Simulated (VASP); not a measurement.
# GdN (Pm-3m) in VASP: relaxation of cell and atoms with PBE

Aim: the relaxation of cell and atoms of GdN with PBE.

Program: VASP 6.6.1. These are calculated values, not measurements. Logs are shortened: lines on timing, memory, paths and dates and some standing lists are left out, and cuts for length are marked.

## Step 1: The cell of the first run

It takes space group Pm-3m (No. 221, cubic). The conventional cell has a = 3.032 Å, b = 3.032 Å, c = 3.032 Å, α = 90.00°, β = 90.00°, γ = 90.00°. Within 3.5 Å of Gd (site symmetry m-3m) lie 8 N at 2.63 Å and 6 Gd at 3.03 Å. N (site symmetry m-3m) has 8 Gd at 2.63 Å and 6 N at 3.03 Å within 3.5 Å.

The cell was built from a structure type or drawn by symmetry, and may not be a known phase.

## Step 2: Relaxation of cell and atoms, PBE, collinear spin, ferromagnetic start

File INCAR:

```
SYSTEM = GdN
  PREC = Accurate
  ENCUT = 600
  EDIFF = 1E-7
  ISMEAR = 0
  SIGMA = 0.1
  LREAL = .FALSE.
  LASPH = .TRUE.
  NELM = 150
  ALGO = Normal
  ISIF = 3
  LWAVE = .FALSE.
  LCHARG = .FALSE.
  ISPIN = 2
  MAGMOM = 7.55 0
  LORBIT = 11
  LMAXMIX = 6
  GGA = PE
  IBRION = 2
  NSW = 100
  EDIFFG = -0.01
```

File KPOINTS:

```
regular mesh
0
G
  18 18 18
  0 0 0
```

File POSCAR:

```
GdN
1.0
    3.0317305106      0.0000000000      0.0000000000
    0.0000000000      3.0317305106      0.0000000000
    0.0000000000      0.0000000000      3.0317305106
Gd N
1 1
Direct
    0.0000000000      0.0000000000      0.0000000000
    0.5000000000      0.5000000000      0.5000000000
```

Potentials or basis: VASP PAW PBE potentials, release 64 (Gd, N).

Command:

```sh
cat potpaw_PBE.64/Gd/POTCAR potpaw_PBE.64/N/POTCAR > POTCAR
mpirun -np 1 vasp_std > vasp.out
```

OUTCAR:

```text
SYSTEM = GdN
   PREC = Accurate
   ENCUT = 600
   EDIFF = 1E-7
   ISMEAR = 0
   LREAL = .FALSE.
   LASPH = .TRUE.
   NELM = 150
   ISIF = 3
   ISPIN = 2
   LORBIT = 11
   GGA = PE
   IBRION = 2
   NSW = 100
   EDIFFG = -0.01

 ion  position               nearest neighbor table
   1  0.000  0.000  0.000-   2 2.63   2 2.63   2 2.63   2 2.63   2 2.63   2 2.63   2 2.63   2 2.63

   2  0.500  0.500  0.500-   1 2.63   1 2.63   1 2.63   1 2.63   1 2.63   1 2.63   1 2.63   1 2.63

  LATTYP: Found a simple cubic cell.
 ALAT       =     3.0317305106

  Lattice vectors:

 A1 = (   3.0317305106,   0.0000000000,   0.0000000000)
 A2 = (   0.0000000000,   3.0317305106,   0.0000000000)
 A3 = (   0.0000000000,   0.0000000000,   3.0317305106)

Analysis of symmetry for initial positions (statically):
=====================================================================
 Subroutine PRICEL returns:
 Original cell was already a primitive cell.

 Routine SETGRP: Setting up the symmetry group for a
 simple cubic supercell.

 Subroutine GETGRP returns: Found 48 space group operations
 (whereof 48 operations were pure point group operations)
 out of a pool of 48 trial point group operations.

The static configuration has the point symmetry O_h .

Analysis of symmetry for dynamics (positions and initial velocities):
=====================================================================
 Subroutine PRICEL returns:
 Original cell was already a primitive cell.

 Routine SETGRP: Setting up the symmetry group for a
 simple cubic supercell.

 Subroutine GETGRP returns: Found 48 space group operations
 (whereof 48 operations were pure point group operations)
 out of a pool of 48 trial point group operations.

The dynamic configuration has the point symmetry O_h .

Analysis of structural, dynamic, and magnetic symmetry:
=====================================================================
 Subroutine PRICEL returns:
 Original cell was already a primitive cell.

 Routine SETGRP: Setting up the symmetry group for a
 simple cubic supercell.

 Subroutine GETGRP returns: Found 48 space group operations
 (whereof 48 operations were pure point group operations)
 out of a pool of 48 trial point group operations.

The overall configuration has the point symmetry O_h .

 Subroutine INISYM returns: Found 48 space group operations
 (whereof 48 operations are pure point group operations),
 and found     1 'primitive' translations

----------------------------------------------------------------------------------------

                                     Primitive cell

  volume of cell :      27.8658

  direct lattice vectors                    reciprocal lattice vectors
     3.031730511  0.000000000  0.000000000     0.329844621  0.000000000  0.000000000
     0.000000000  3.031730511  0.000000000     0.000000000  0.329844621  0.000000000
     0.000000000  0.000000000  3.031730511     0.000000000  0.000000000  0.329844621

  length of vectors
     3.031730511  3.031730511  3.031730511     0.329844621  0.329844621  0.329844621

  position of ions in fractional coordinates (direct lattice)
     0.000000000  0.000000000  0.000000000
     0.500000000  0.500000000  0.500000000

  ion indices of the primitive-cell ions
   primitive index   ion index
                 1           1
                 2           2

----------------------------------------------------------------------------------------

 KPOINTS: regular mesh

Automatic generation of k-mesh.
 Grid dimensions read from file:
 generate k-points for:   18   18   18

 Generating k-lattice:

  Cartesian coordinates                     Fractional coordinates (reciprocal lattice)
     0.018324701  0.000000000  0.000000000     0.055555556  0.000000000  0.000000000
     0.000000000  0.018324701  0.000000000     0.000000000  0.055555556  0.000000000
     0.000000000  0.000000000  0.018324701     0.000000000  0.000000000  0.055555556

  Length of vectors
     0.018324701  0.018324701  0.018324701

  Shift w.r.t. Gamma in fractional coordinates (k-lattice)
     0.000000000  0.000000000  0.000000000

 Subroutine IBZKPT returns following result:
 ===========================================

 Found    220 irreducible k-points:

 Following reciprocal coordinates:
            Coordinates               Weight
  0.000000  0.000000  0.000000      1.000000
  0.055556  0.000000  0.000000      6.000000
  0.111111  0.000000  0.000000      6.000000
  0.166667  0.000000  0.000000      6.000000
  0.222222  0.000000  0.000000      6.000000
  0.277778  0.000000  0.000000      6.000000
[... 16 lines left out ...]
  0.277778  0.111111  0.000000     24.000000
  0.333333  0.111111  0.000000     24.000000
 [... further k-points ...]
   k-points           NKPTS =    220   k-points in BZ     NKDIM =    220   number of bands    NBANDS=     19
   number of dos      NEDOS =    301   number of ions     NIONS =      2
   total plane-waves  NPLWV =  13824
   dimension x,y,z NGX =    24 NGY =   24 NGZ =   24
   dimension x,y,z NGXF=    48 NGYF=   48 NGZF=   48
   ions per type =               1   1
   NGX,Y,Z   is equivalent  to a cutoff of  13.16, 13.16, 13.16 a.u.
   NGXF,Y,Z  is equivalent  to a cutoff of  26.32, 26.32, 26.32 a.u.
 SYSTEM =  GdN
   PREC   = accura    normal or accurate (medium, high low for compatibility)
   ISTART =      0    job   : 0-new  1-cont  2-samecut
   ICHARG =      2    charge: 1-file 2-atom 10-const
   ISPIN  =      2    spin polarized calculation?
   LNONCOLLINEAR =      F non collinear calculations
   LSORBIT =      F    spin-orbit coupling
   LASPH  =      T    aspherical Exc in radial PAW
   ENCUT  =  600.0 eV  44.10 Ry    6.64 a.u.   6.06  6.06  6.06*2*pi/ulx,y,z
   NELM   =    150;   NELMIN=  2; NELMDL= -5     # of ELM steps
   EDIFF  = 0.1E-06   stopping-criterion for ELM
   LREAL  =      F    real-space projection
   EDIFFG = -.1E-01   stopping-criterion for IOM
   NSW    =    100    number of steps for IOM
   IBRION =      2    ionic relax: 0-MD 1-quasi-New 2-CG
   NFREE  =      1    steps in history (QN), initial steepest desc. (CG)
   ISIF   =      3    stress and relaxation
   ISYM   =      2    0-nonsym 1-usesym 2-fastsym
   POTIM  = 0.5000    time-step for ionic-motion
   TEBEG  =    0.0;   TEEND  =   0.0 temperature during run
   PSTRESS=    0.0 pullay stress
   NELECT =      23.0000    total number of electrons
   NUPDOWN=      -1.0000    fix difference up-down
   EMIN   =  10.00;   EMAX   =-10.00  energy-range for DOS
   EFERMI =   0.00;   METHOD = LEGACY
   ISMEAR =     0;   SIGMA  =   0.10  broadening in eV -4-tet -1-fermi 0-gaus
   EFERMI_NEDOS =   21; number of points for ismear=-14 and -15
   IALGO  =     38    algorithm
   IMIX   =      4    mixing-type and parameters
     AMIX     =   0.40;   BMIX     =  1.00
     AMIX_MAG =   1.60;   BMIX_MAG =  1.00
  volume/ion in A,a.u.               =      13.93        94.02
  Fermi-wavevector in a.u.,A,eV,Ry     =   1.535654  2.901966 32.085731  2.358235
  Thomas-Fermi vector in A             =   2.642413
   LORBIT       =     11    0 simple, 1 ext, 2 COOP (PROOUT), +10 PAW based schemes
   GGA     = PE    functional components
   LHFCALC =     F    Hartree Fock is set to
   AEXX    =    0.0000 exact exchange contribution
   IVDW    =     0    specifies the selected vdW correction
   LEPSILON=     F    determine dielectric tensor
   LRPA    =     F    only Hartree local field effects (RPA)
 conjugate gradient relaxation of ions
 spin polarized calculation
 Gauss-broadening in eV      SIGMA  =   0.10
  energy-cutoff  :      600.00
  volume of cell :       27.87
 maximum number of plane-waves:       952
   NGX = 13   NGY = 13   NGZ = 13

--------------------------------------- Ionic step        1  -------------------------------------------

 number of electron      22.9999998 magnetization       6.9947181

 Free energy of the ion-electron system (eV)
  ---------------------------------------------------
  ext. energy  EPLUGINS =         0.00000000
  ---------------------------------------------------
  free energy    TOTEN  =       -21.58274564 eV

  energy without entropy =      -21.58093779  energy(sigma->0) =      -21.58184172

------------------------ aborting loop because EDIFF is reached ----------------------------------------

  FORCE on cell =-STRESS in cart. coord.  units (eV):
  Direction    XX          YY          ZZ          XY          YZ          ZX
  --------------------------------------------------------------------------------------
  -------------------------------------------------------------------------------------
  Total        0.0540689      0.0540689      0.0540689      0.0000000      0.0000000     -0.0000000
  in kB        3.1087519      3.1087519      3.1087519      0.0000000      0.0000000     -0.0000000
  external PRESSURE =       3.1087519 kB  Pullay stress =       0.0000000 kB
[... 57 lines left out ...]
  energy  without entropy=      -21.5809533188  energy(sigma->0) =      -21.58185564

--------------------------------------- Ionic step        3  -------------------------------------------

 number of electron      22.9999998 magnetization       6.9948076

 Free energy of the ion-electron system (eV)
  ---------------------------------------------------
  ext. energy  EPLUGINS =         0.00000000
  ---------------------------------------------------
  free energy    TOTEN  =       -21.58279764 eV

  energy without entropy =      -21.58099031  energy(sigma->0) =      -21.58189397

 E-fermi :   5.0811     XC(G=0): -12.2612

 val. band max:        5.0692695682   @ k =   0.1111   0.0000   0.0000
 cond. band min:       5.0861077840   @ k =   0.4444   0.0000   0.0000
 fundamental gap:      0.0168382158
 Fermi energy:         5.0811212226

 spin component 1

 k-point     1 :       0.0000    0.0000    0.0000
  band No.  band energies     occupation
      1     -39.6463      1.00000
      2     -16.2801      1.00000
      3     -16.2801      1.00000
      4     -16.2801      1.00000
      5      -8.5301      1.00000
      6       1.0824      1.00000
[... 11 lines left out ...]
     18       9.3675      0.00000
     19      12.3670      0.00000
[... 491 lines left out ...]
      5      -7.2069      1.00000
      6       0.7827      1.00000
[... 11 lines left out ...]
     18      11.2251      0.00000
     19      11.6525      0.00000

 [... further k-points ...]

 spin component 2

 k-point     1 :       0.0000    0.0000    0.0000
  band No.  band energies     occupation
      1     -36.5795      1.00000
      2     -14.0200      1.00000
      3     -14.0200      1.00000
      4     -14.0200      1.00000
      5      -8.4577      1.00000
      6       4.6873      1.00000
[... 11 lines left out ...]
     18      10.2008      0.00000
     19      13.6067      0.00000
[... 535 lines left out ...]
  FREE ENERGIE OF THE ION-ELECTRON SYSTEM (eV)
  ---------------------------------------------------
  free  energy   TOTEN  =       -21.5827976352 eV

  energy  without entropy=      -21.5809903051  energy(sigma->0) =      -21.58189397

 reached required accuracy - stopping structural energy minimisation

 total charge

# of ion       s       p       d       f       tot
--------------------------------------------------
    1        2.038   5.630   0.553   7.064  15.285
    2        1.243   2.350   0.000   0.000   3.593
--------------------------------------------------
tot          3.281   7.980   0.553   7.064  18.878

 magnetization (x)

# of ion       s       p       d       f       tot
--------------------------------------------------
    1       -0.001  -0.074   0.105   6.746   6.775
    2       -0.000  -0.037   0.000   0.000  -0.037
--------------------------------------------------
tot         -0.001  -0.111   0.105   6.746   6.738
```

Wall time 29 min (1 thread of Oxide Virtual Turin-like, shared host); peak memory 0.35 GiB.

Results:

```yaml
Free_energy: -21.5828 eV
Relaxed_volume: 13.96 Å³/atom
Relaxed_cell: a = 3.034 Å, b = 3.034 Å, c = 3.034 Å, α = 90.00°, β = 90.00°, γ = 90.00°
Space_group_after_relaxing_to_0.1_Å: Pm-3m (No. 221)
Energy_gained_by_relaxing: 0.0 meV/atom
Ionic_steps: 3
Pressure_after_relaxing: 0.0 GPa
Band_gap_on_the_k_mesh: zero (filled and empty bands overlap)
Net_moment: 6.99 μB per cell
Site_moments: Gd +6.78; N -0.04 μB
Valence_electrons_inside_the_program's_atomic_spheres: Gd 15.29; N 3.59
```

Final structure:
```
CELL_PARAMETERS angstrom
3.03404 0.00000 0.00000
0.00000 3.03404 0.00000
0.00000 0.00000 3.03404
ATOMIC_POSITIONS crystal
Gd 0.00000 0.00000 0.00000
N 0.50000 0.50000 0.50000
```

Caveat: spin-orbit coupling is left out, which moves the levels of the heavy elements; a cell with one magnetic atom can't hold antiferromagnetic order, which such compounds often take; semilocal functionals describe open f shells poorly, which spoils levels, moments and volumes. With open d or f shells a metallic result of PBE can be an artefact of self-interaction; +U or a hybrid may open a gap.
